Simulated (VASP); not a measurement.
# CuI (F-43m) in VASP: single point with PBE

Aim: the single point of CuI with PBE.

Program: VASP 6.6.1. These are calculated values, not measurements. Logs are shortened: lines on timing, memory, paths and dates and some standing lists are left out, and cuts for length are marked.

### Step 1. The cell of the first run

The structure is cubic, space group F-43m (No. 216). Conventional cell: a = 6.078 Å, b = 6.078 Å, c = 6.078 Å, α = 90.00°, β = 90.00°, γ = 90.00°. Within 3.5 Å of I (site symmetry -43m) lie 4 Cu at 2.63 Å. Cu (site symmetry -43m) has 4 I at 2.63 Å within 3.5 Å.

### Step 2. Single point, PBE

Input file INCAR:

```
PREC     = Accurate       # precision mode
ENCUT    = 520            # plane-wave cutoff, eV
EDIFF    = 1E-6           # SCF threshold, eV
ISMEAR   = 0              # smearing method
SIGMA    = 0.05           # smearing width, eV
LREAL    = False          # projectors in reciprocal space
LASPH    = True           # aspherical terms in the spheres
NELM     = 60             # most SCF steps
ALGO     = Normal         # electronic algorithm
ISIF     = 2              # what is computed and relaxed
LWAVE    = False          # write WAVECAR
LCHARG   = False          # write CHGCAR
GGA      = PE             # functional
NBANDS   = 26             # bands
```

Input file KPOINTS:

```
Automatic mesh
0
Gamma
  6 6 6
```

Input file POSCAR:

```
CuI
1.0
    4.2977998338      0.0000000000      0.0000000000
    0.0000000000      4.2977998338      0.0000000000
    0.0000000000      0.0000000000      6.0780068134
I Cu
2 2
Direct
    0.0000000000      0.0000000000      0.0000000000
    0.5000000000      0.5000000000      0.5000000000
    0.0000000000      0.5000000000      0.2500000000
    0.5000000000      0.0000000000      0.7500000000
```

Potentials or basis: VASP PAW PBE potentials, release 64 (I, Cu).

Run with:

```
cat potpaw_PBE.64/I/POTCAR potpaw_PBE.64/Cu/POTCAR > POTCAR
mpirun -np 1 vasp_std > vasp.out
```

OUTCAR:

```text
PREC = Accurate
   ENCUT = 520
   EDIFF = 1E-6
   ISMEAR = 0
   LREAL = False
   LASPH = True
   NELM = 60
   ISIF = 2
   GGA = PE

 ion  position               nearest neighbor table
   1  0.000  0.000  0.000-   3 2.63   4 2.63   3 2.63   4 2.63
   2  0.500  0.500  0.500-   3 2.63   4 2.63   4 2.63   3 2.63
   3  0.000  0.500  0.250-   1 2.63   2 2.63   1 2.63   2 2.63
   4  0.500  0.000  0.750-   1 2.63   2 2.63   2 2.63   1 2.63

  LATTYP: Found a simple tetragonal cell.
 ALAT       =     4.2977998338
 C/A-ratio  =     1.4142135624

  Lattice vectors:

 A1 = (   4.2977998338,   0.0000000000,   0.0000000000)
 A2 = (   0.0000000000,   4.2977998338,   0.0000000000)
 A3 = (   0.0000000000,   0.0000000000,   6.0780068134)

Analysis of symmetry for initial positions (statically):
=====================================================================
 Subroutine PRICEL returns following result:

  LATTYP: Found a face centered cubic cell.
 ALAT       =     6.0780068134

  Lattice vectors:

 A1 = (  -2.1488999169,  -2.1488999169,  -3.0390034067)
 A2 = (   2.1488999169,  -2.1488999169,  -3.0390034067)
 A3 = (   0.0000000000,  -4.2977998338,   0.0000000000)

   2 primitive cells build up your supercell.

 Routine SETGRP: Setting up the symmetry group for a
 simple tetragonal supercell.

 Subroutine GETGRP returns: Found  8 space group operations
 (whereof  8 operations were pure point group operations)
 out of a pool of 16 trial point group operations.

The static configuration has the point symmetry D_2d.

Analysis of symmetry for dynamics (positions and initial velocities):
=====================================================================
 Subroutine PRICEL returns following result:

  LATTYP: Found a face centered cubic cell.
 ALAT       =     6.0780068134

  Lattice vectors:

 A1 = (  -2.1488999169,  -2.1488999169,  -3.0390034067)
 A2 = (   2.1488999169,  -2.1488999169,  -3.0390034067)
 A3 = (   0.0000000000,  -4.2977998338,   0.0000000000)

   2 primitive cells build up your supercell.

 Routine SETGRP: Setting up the symmetry group for a
[... 91 lines left out ...]
   dimension x,y,z NGX =    32 NGY =   32 NGZ =   48
   dimension x,y,z NGXF=    64 NGYF=   64 NGZF=   96
   ions per type =               2   2
   NGX,Y,Z   is equivalent  to a cutoff of  12.38, 12.38, 13.13 a.u.
   NGXF,Y,Z  is equivalent  to a cutoff of  24.76, 24.76, 26.26 a.u.
 SYSTEM =  unknown system
   PREC   = accura    normal or accurate (medium, high low for compatibility)
   ISTART =      0    job   : 0-new  1-cont  2-samecut
   ICHARG =      2    charge: 1-file 2-atom 10-const
   ISPIN  =      1    spin polarized calculation?
   LNONCOLLINEAR =      F non collinear calculations
   LSORBIT =      F    spin-orbit coupling
   LASPH  =      T    aspherical Exc in radial PAW
   ENCUT  =  520.0 eV  38.22 Ry    6.18 a.u.   7.99  7.99 11.30*2*pi/ulx,y,z
   NELM   =     60;   NELMIN=  2; NELMDL= -5     # of ELM steps
   EDIFF  = 0.1E-05   stopping-criterion for ELM
   LREAL  =      F    real-space projection
[... 7 lines left out ...]
   TEBEG  =    0.0;   TEEND  =   0.0 temperature during run
   PSTRESS=    0.0 pullay stress
   NELECT =      36.0000    total number of electrons
   NUPDOWN=      -1.0000    fix difference up-down
   EMIN   =  10.00;   EMAX   =-10.00  energy-range for DOS
   EFERMI =   0.00;   METHOD = LEGACY
   ISMEAR =     0;   SIGMA  =   0.05  broadening in eV -4-tet -1-fermi 0-gaus
   EFERMI_NEDOS =   21; number of points for ismear=-14 and -15
   IALGO  =     38    algorithm
   IMIX   =      4    mixing-type and parameters
     AMIX     =   0.40;   BMIX     =  1.00
     AMIX_MAG =   1.60;   BMIX_MAG =  1.00
  volume/ion in A,a.u.               =      28.07       189.40
  Fermi-wavevector in a.u.,A,eV,Ry     =   1.120533  2.117499 17.083383  1.255593
  Thomas-Fermi vector in A             =   2.257180
   LORBIT       =      0    0 simple, 1 ext, 2 COOP (PROOUT), +10 PAW based schemes
   GGA     = PE    functional components
   LHFCALC =     F    Hartree Fock is set to
   AEXX    =    0.0000 exact exchange contribution
   IVDW    =     0    specifies the selected vdW correction
   LEPSILON=     F    determine dielectric tensor
   LRPA    =     F    only Hartree local field effects (RPA)
 non-spin polarized calculation
 Gauss-broadening in eV      SIGMA  =   0.05
  energy-cutoff  :      520.00
  volume of cell :      112.27
 maximum number of plane-waves:      3080
 NGX is ok and might be reduce to    32
   NGX = 15   NGY = 15   NGZ = 23

 number of electron      35.9999995 magnetization

 Free energy of the ion-electron system (eV)
  ---------------------------------------------------
  ext. energy  EPLUGINS =         0.00000000
  ---------------------------------------------------
  free energy    TOTEN  =       -11.12397801 eV

  energy without entropy =      -11.12397801  energy(sigma->0) =      -11.12397801

 E-fermi :   4.5750     XC(G=0):  -8.9024

 val. band max:        4.3509940145   @ k =   0.0000   0.0000   0.0000
 cond. band min:       5.4748049584   @ k =   0.0000   0.0000   0.0000
 fundamental gap:      1.1238109439
 Fermi energy:         4.5750174909

 k-point     1 :       0.0000    0.0000    0.0000
  band No.  band energies     occupation
      1      -9.6206      2.00000
      2      -8.8965      2.00000
      3      -1.1713      2.00000
      4       0.6329      2.00000
      5       0.6329      2.00000
      6       0.7454      2.00000
[... 685 lines left out ...]
     25      11.6732      0.00000
     26      11.6732      0.00000

 [... further k-points ...]

------------------------ aborting loop because EDIFF is reached ----------------------------------------

  FORCE on cell =-STRESS in cart. coord.  units (eV):
  Direction    XX          YY          ZZ          XY          YZ          ZX
  --------------------------------------------------------------------------------------
  -------------------------------------------------------------------------------------
  Total        0.0150187      0.0150187      0.0076125      0.0000000      0.0000000      0.0000000
  in kB        0.2143332      0.2143332      0.1086392      0.0000000      0.0000000      0.0000000
  external PRESSURE =       0.1791018 kB  Pullay stress =       0.0000000 kB

 VOLUME and BASIS-vectors are now :
 -----------------------------------------------------------------------------
  energy-cutoff  :      520.00
  volume of cell :      112.27
      direct lattice vectors                 reciprocal lattice vectors
     4.297799834  0.000000000  0.000000000     0.232677193  0.000000000  0.000000000
     0.000000000  4.297799834  0.000000000     0.000000000  0.232677193  0.000000000
     0.000000000  0.000000000  6.078006813     0.000000000  0.000000000  0.164527621

 POSITION                                       TOTAL-FORCE (eV/Angst)
 -----------------------------------------------------------------------------------
      0.00000      0.00000      0.00000         0.000000     -0.000000      0.000000
      2.14890      2.14890      3.03900        -0.000000      0.000000     -0.000000
      0.00000      2.14890      1.51950         0.000000      0.000000      0.000000
      2.14890      0.00000      4.55851         0.000000      0.000000     -0.000000
 -----------------------------------------------------------------------------------
    total drift:                                0.000000      0.000000      0.000000

  FREE ENERGIE OF THE ION-ELECTRON SYSTEM (eV)
  ---------------------------------------------------
  free  energy   TOTEN  =       -11.1239780122 eV

  energy  without entropy=      -11.1239780122  energy(sigma->0) =      -11.12397801
```

Wall time 66 s (1 thread of Intel Xeon Platinum 8488C (Sapphire Rapids), shared host); peak memory 0.27 GiB.

What came out:

```yaml
Free_energy: -11.1240 eV
Pressure: 0.0 GPa
Band_gap_on_the_k_mesh: 1.12 eV
```

Caveat: spin-orbit coupling is left out, which moves the levels of the heavy elements.
